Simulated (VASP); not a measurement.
# Ir (P6_3/mmc) in VASP: a series of runs, part 2 of 2

VASP 6.6.1. The steps go on from the part before.

## 3. Single point, LDA

This run uses another cell than the first one, of the same volume but with other edges.

INCAR reads:

```
SYSTEM = Ir
PREC = Accurate
ENCUT = 520
EDIFF = 1E-6
ISMEAR = 0
SIGMA = 0.15
LREAL = .False.
LASPH = .True.
NELM = 100
ALGO = Fast
ISIF = 2
LWAVE = .False.
LCHARG = .True.
GGA = CA
LELF = .True.
LVHAR = .True.
NBANDS = 16
```

KPOINTS reads:

```
regular mesh
0
Gamma
  18 18 10
  0 0 0
```

POSCAR reads:

```
Ir
1.0
    2.6241000000      0.0000000000      0.0000000000
   -1.3120500000      2.2725372621      0.0000000000
    0.0000000000      0.0000000000      4.6202000000
Ir
2
Direct
    0.6666666667      0.3333333333      0.7500000000
    0.3333333333      0.6666666667      0.2500000000
```

Potentials or basis: VASP PAW LDA potentials, release 64 (Ir).

Started as:

```sh
$ cat potpaw_LDA.64/Ir/POTCAR > POTCAR
$ mpirun -np 1 vasp_std > vasp.out
```

OUTCAR:

```text
SYSTEM = Ir
   PREC = Accurate
   ENCUT = 520
   EDIFF = 1E-6
   ISMEAR = 0
   LREAL = .False.
   LASPH = .True.
   NELM = 100
   ISIF = 2
   GGA = CA

 ion  position               nearest neighbor table
   1  0.667  0.333  0.750-   2 2.76   2 2.76   2 2.76   2 2.76   2 2.76   2 2.76
   2  0.333  0.667  0.250-   1 2.76   1 2.76   1 2.76   1 2.76   1 2.76   1 2.76

  LATTYP: Found a hexagonal cell.
 ALAT       =     2.6241000000
 C/A-ratio  =     1.7606798521

  Lattice vectors:

 A1 = (   2.6241000000,   0.0000000000,   0.0000000000)
 A2 = (  -1.3120500000,   2.2725372621,   0.0000000000)
 A3 = (   0.0000000000,   0.0000000000,   4.6202000000)

Analysis of symmetry for initial positions (statically):
=====================================================================
 Subroutine PRICEL returns:
 Original cell was already a primitive cell.

 Routine SETGRP: Setting up the symmetry group for a
 hexagonal supercell.

 Subroutine GETGRP returns: Found 24 space group operations
 (whereof 12 operations were pure point group operations)
 out of a pool of 24 trial point group operations.

The static configuration has the point symmetry D_3d.
 The point group associated with its full space group is D_6h.

Analysis of symmetry for dynamics (positions and initial velocities):
=====================================================================
 Subroutine PRICEL returns:
 Original cell was already a primitive cell.

 Routine SETGRP: Setting up the symmetry group for a
 hexagonal supercell.

 Subroutine GETGRP returns: Found 24 space group operations
 (whereof 12 operations were pure point group operations)
 out of a pool of 24 trial point group operations.

The dynamic configuration has the point symmetry D_3d.
 The point group associated with its full space group is D_6h.

 Subroutine INISYM returns: Found 24 space group operations
 (whereof 12 operations are pure point group operations),
 and found     1 'primitive' translations

----------------------------------------------------------------------------------------

                                     Primitive cell

  volume of cell :      27.5519

  direct lattice vectors                    reciprocal lattice vectors
     2.624100000  0.000000000  0.000000000     0.381083038  0.220018395  0.000000000
    -1.312050000  2.272537262  0.000000000     0.000000000  0.440036789  0.000000000
     0.000000000  0.000000000  4.620200000     0.000000000  0.000000000  0.216440847

  length of vectors
     2.624100000  2.624100000  4.620200000     0.440036789  0.440036789  0.216440847

  position of ions in fractional coordinates (direct lattice)
     0.666666667  0.333333333  0.750000000
     0.333333333  0.666666667  0.250000000

  ion indices of the primitive-cell ions
   primitive index   ion index
                 1           1
                 2           2

----------------------------------------------------------------------------------------

 KPOINTS: regular mesh

Automatic generation of k-mesh.
 Grid dimensions read from file:
 generate k-points for:   18   18   10

 Generating k-lattice:

  Cartesian coordinates                     Fractional coordinates (reciprocal lattice)
     0.021171280  0.012223244  0.000000000     0.055555556 -0.000000000  0.000000000
     0.000000000  0.024446488  0.000000000     0.000000000  0.055555556  0.000000000
     0.000000000  0.000000000  0.021644085     0.000000000  0.000000000  0.100000000

  Length of vectors
     0.024446488  0.024446488  0.021644085

  Shift w.r.t. Gamma in fractional coordinates (k-lattice)
     0.000000000  0.000000000  0.000000000

 Subroutine IBZKPT returns following result:
 ===========================================

 Found    222 irreducible k-points:

 Following reciprocal coordinates:
            Coordinates               Weight
  0.000000  0.000000  0.000000      1.000000
  0.055556  0.000000  0.000000      6.000000
  0.111111  0.000000  0.000000      6.000000
  0.166667  0.000000  0.000000      6.000000
  0.222222  0.000000  0.000000      6.000000
  0.277778  0.000000  0.000000      6.000000
[... 16 lines left out ...]
  0.333333  0.111111  0.000000     12.000000
  0.388889  0.111111  0.000000     12.000000
 [... further k-points ...]
   k-points           NKPTS =    222   k-points in BZ     NKDIM =    222   number of bands    NBANDS=     16
   number of dos      NEDOS =    301   number of ions     NIONS =      2
   total plane-waves  NPLWV =  14400
   dimension x,y,z NGX =    20 NGY =   20 NGZ =   36
   dimension x,y,z NGXF=    40 NGYF=   40 NGZF=   72
   ions per type =               2
   NGX,Y,Z   is equivalent  to a cutoff of  12.67, 12.67, 12.95 a.u.
   NGXF,Y,Z  is equivalent  to a cutoff of  25.34, 25.34, 25.91 a.u.
 SYSTEM =  Ir
   PREC   = accura    normal or accurate (medium, high low for compatibility)
   ISTART =      0    job   : 0-new  1-cont  2-samecut
   ICHARG =      2    charge: 1-file 2-atom 10-const
   ISPIN  =      1    spin polarized calculation?
   LNONCOLLINEAR =      F non collinear calculations
   LSORBIT =      F    spin-orbit coupling
   LASPH  =      T    aspherical Exc in radial PAW
   ENCUT  =  520.0 eV  38.22 Ry    6.18 a.u.   4.88  4.88  8.59*2*pi/ulx,y,z
   NELM   =    100;   NELMIN=  2; NELMDL= -5     # of ELM steps
   EDIFF  = 0.1E-05   stopping-criterion for ELM
   LREAL  =      F    real-space projection
   EDIFFG = 0.1E-04   stopping-criterion for IOM
   NSW    =      0    number of steps for IOM
   IBRION =     -1    ionic relax: 0-MD 1-quasi-New 2-CG
   NFREE  =      0    steps in history (QN), initial steepest desc. (CG)
   ISIF   =      2    stress and relaxation
   ISYM   =      2    0-nonsym 1-usesym 2-fastsym
   POTIM  = 0.5000    time-step for ionic-motion
   TEBEG  =    0.0;   TEEND  =   0.0 temperature during run
   PSTRESS=    0.0 pullay stress
   NELECT =      18.0000    total number of electrons
   NUPDOWN=      -1.0000    fix difference up-down
   EMIN   =  10.00;   EMAX   =-10.00  energy-range for DOS
   EFERMI =   0.00;   METHOD = LEGACY
   ISMEAR =     0;   SIGMA  =   0.15  broadening in eV -4-tet -1-fermi 0-gaus
   EFERMI_NEDOS =   21; number of points for ismear=-14 and -15
   IALGO  =     68    algorithm
   IMIX   =      4    mixing-type and parameters
     AMIX     =   0.40;   BMIX     =  1.00
     AMIX_MAG =   1.60;   BMIX_MAG =  1.00
  volume/ion in A,a.u.               =      13.78        92.96
  Fermi-wavevector in a.u.,A,eV,Ry     =   1.420523  2.684399 27.455001  2.017886
  Thomas-Fermi vector in A             =   2.541429
   LORBIT       =      0    0 simple, 1 ext, 2 COOP (PROOUT), +10 PAW based schemes
   GGA     = CA    functional components
   LHFCALC =     F    Hartree Fock is set to
   AEXX    =    0.0000 exact exchange contribution
   IVDW    =     0    specifies the selected vdW correction
   LEPSILON=     F    determine dielectric tensor
   LRPA    =     F    only Hartree local field effects (RPA)
 non-spin polarized calculation
 RMM-DIIS sequential band-by-band and
 Gauss-broadening in eV      SIGMA  =   0.15
  energy-cutoff  :      520.00
  volume of cell :       27.55
 maximum number of plane-waves:       762
 NGX is ok and might be reduce to    20

 number of electron      17.9999999 magnetization

 Free energy of the ion-electron system (eV)
  ---------------------------------------------------
  ext. energy  EPLUGINS =         0.00000000
  ---------------------------------------------------
  free energy    TOTEN  =       -20.33538363 eV

  energy without entropy =      -20.31084453  energy(sigma->0) =      -20.32311408

 E-fermi :  10.7888     XC(G=0): -14.2861

 val. band max:       10.7776022726   @ k =   0.3333   0.0556   0.2000
 cond. band min:      10.7920337792   @ k =   0.2222   0.1111   0.4000
 fundamental gap:      0.0144315066
 Fermi energy:        10.7887806089

 k-point     1 :       0.0000    0.0000    0.0000
  band No.  band energies     occupation
      1      -0.6061      2.00000
      2       2.1686      2.00000
      3       5.9283      2.00000
      4       6.8798      2.00000
      5       6.8798      2.00000
      6       7.3807      2.00000
[... 8 lines left out ...]
     15      26.0902      0.00000
     16      28.1445      0.00000
[... 419 lines left out ...]
 k-point    24 :       0.3889    0.1111    0.0000
  band No.  band energies     occupation
      1       3.3085      2.00000
      2       3.4891      2.00000
      3       3.8132      2.00000
      4       6.6498      2.00000
      5       6.9337      2.00000
      6       7.1205      2.00000
[... 8 lines left out ...]
     15      21.7330      0.00000
     16      24.8539      0.00000

 [... further k-points ...]

------------------------ aborting loop because EDIFF is reached ----------------------------------------

  FORCE on cell =-STRESS in cart. coord.  units (eV):
  Direction    XX          YY          ZZ          XY          YZ          ZX
  --------------------------------------------------------------------------------------
  -------------------------------------------------------------------------------------
  Total        3.6920517      3.6920517     -2.4791069      0.0000000      0.0000000      0.0000000
  in kB      214.6971035    214.6971035   -144.1629504      0.0000000      0.0000000      0.0000000
  external PRESSURE =      95.0770855 kB  Pullay stress =       0.0000000 kB

 VOLUME and BASIS-vectors are now :
 -----------------------------------------------------------------------------
  energy-cutoff  :      520.00
  volume of cell :       27.55
      direct lattice vectors                 reciprocal lattice vectors
     2.624100000  0.000000000  0.000000000     0.381083038  0.220018395  0.000000000
    -1.312050000  2.272537262  0.000000000     0.000000000  0.440036789  0.000000000
     0.000000000  0.000000000  4.620200000     0.000000000  0.000000000  0.216440847

 POSITION                                       TOTAL-FORCE (eV/Angst)
 -----------------------------------------------------------------------------------
      1.31205      0.75751      3.46515        -0.000000     -0.000000      0.000000
     -0.00000      1.51502      1.15505         0.000000      0.000000      0.000000
 -----------------------------------------------------------------------------------
    total drift:                               -0.000000      0.000000     -0.000000

  FREE ENERGIE OF THE ION-ELECTRON SYSTEM (eV)
  ---------------------------------------------------
  free  energy   TOTEN  =       -20.3353836301 eV

  energy  without entropy=      -20.3108445342  energy(sigma->0) =      -20.32311408
```

stdout:

```text
POSCAR found type information on POSCAR Ir
 POSCAR found :  1 types and       2 ions
 scaLAPACK will be used
 LDA part: xc-table for (Slater(with rela. corr.)+CA(PZ))
 , standard interpolation
 POSCAR, INCAR and KPOINTS ok, starting setup
 FFT: planning ... GRIDC
 FFT: planning ... GRID_SOFT
 FFT: planning ... GRID
 WAVECAR not read
 entering main loop
```

It took 2.8 min on 1 thread of Intel Xeon 8259CL, shared host; peak memory 0.2 GiB.

Results:

```yaml
Free_energy: -20.3354 eV
Pressure: 9.5 GPa
Band_gap_on_the_k_mesh: zero (bands 9 and 10 overlap by 3.86 eV)
```

Caveat: the stress differs along the axes, from -14 to 21 GPa; spin-orbit coupling is left out, which moves the levels of the heavy elements.

## 4. Single point, LDA

This run uses another cell than the first one, of 13.92 Å³/atom.

INCAR reads:

```
SYSTEM = Ir
  PREC = Accurate
  ENCUT = 520
  EDIFF = 1E-7
  ISMEAR = 0
  SIGMA = 0.15
  LREAL = .FALSE.
  LASPH = .TRUE.
  NELM = 80
  ALGO = Fast
  ISIF = 2
  LWAVE = .FALSE.
  LCHARG = .TRUE.
  LELF = .TRUE.
  LVHAR = .TRUE.
  NBANDS = 16
```

KPOINTS reads:

```
Automatic mesh
0
G
  18 18 10
  0 0 0
```

POSCAR reads:

```
Ir
1.0
    2.6421000000      0.0000000000      0.0000000000
   -1.3210500000      2.2881257193      0.0000000000
    0.0000000000      0.0000000000      4.6055000000
Ir
2
Direct
    0.6666666667      0.3333333333      0.7500000000
    0.3333333333      0.6666666667      0.2500000000
```

Started as:

```sh
$ cat potpaw_LDA.64/Ir/POTCAR > POTCAR
$ mpirun -np 1 vasp_std > vasp.out
```

It took 52 s on 1 thread of AMD EPYC 9R45 (Zen 5), shared host; peak memory 0.16 GiB.

The run converged. Its results:

- Free energy: -20.3856 eV
- Pressure: 4.3 GPa
- Band gap on the k mesh: zero (bands 9 and 10 overlap by 3.82 eV)

Stress tensor (GPa, compression positive):
```
 14.18   0.00   0.00
  0.00  14.18   0.00
  0.00   0.00 -15.59
```

Levels at points of the mesh, in eV from the Fermi level:
```tsv
k point	band 7	band 8	band 9	band 10	band 11	band 12
(0.00, 0.00, 0.00)	-3.35	-1.71	-1.71	-1.41	0.45	0.45
(0.50, 0.00, 0.00)	-3.11	0.80	1.35	1.63	3.28	4.86
(0.00, 0.00, 0.50)	-3.85	-3.85	-0.31	-0.31	-0.31	-0.31
(0.50, 0.00, 0.50)	-0.85	-0.85	1.51	1.51	2.14	2.14
```

Caveat: the stress differs along the axes, from -16 to 14 GPa; spin-orbit coupling is left out, which moves the levels of the heavy elements.

## 5. The runs side by side

```tsv
cell	further INCAR settings	gap on the mesh (eV)	pressure (GPa)
a = 2.732, b = 2.732, c = 4.269 Å, angles 90.0, 90.0, 120.0°, 2 atoms	ALGO = Fast; EDIFF = 1e-07; NBANDS = 16	none	6.6
a = 2.624, b = 2.624, c = 4.620 Å, angles 90.0, 90.0, 120.0°, 2 atoms	ALGO = Fast; EDIFF = 1e-06; NBANDS = 16	none	9.5
a = 2.642, b = 2.642, c = 4.606 Å, angles 90.0, 90.0, 120.0°, 2 atoms	ALGO = Fast; EDIFF = 1e-07; NBANDS = 16	none	4.3
```

Alike in all rows: task single point; level LDA; potentials or basis VASP PAW LDA potentials, release 64 (Ir); no spin polarisation; k mesh 18 × 18 × 10; cutoff (eV) 520; smearing gaussian 0.15 eV.

Caveats: spin-orbit coupling is left out, which moves the levels of the heavy elements; the stress differs along the axes, from 1 to 18 GPa (at least some runs); the stress differs along the axes, from -14 to 21 GPa (at least some runs); the stress differs along the axes, from -16 to 14 GPa (at least some runs).

Total energies depend on the potentials used, so only differences within one code and one set of settings carry meaning.
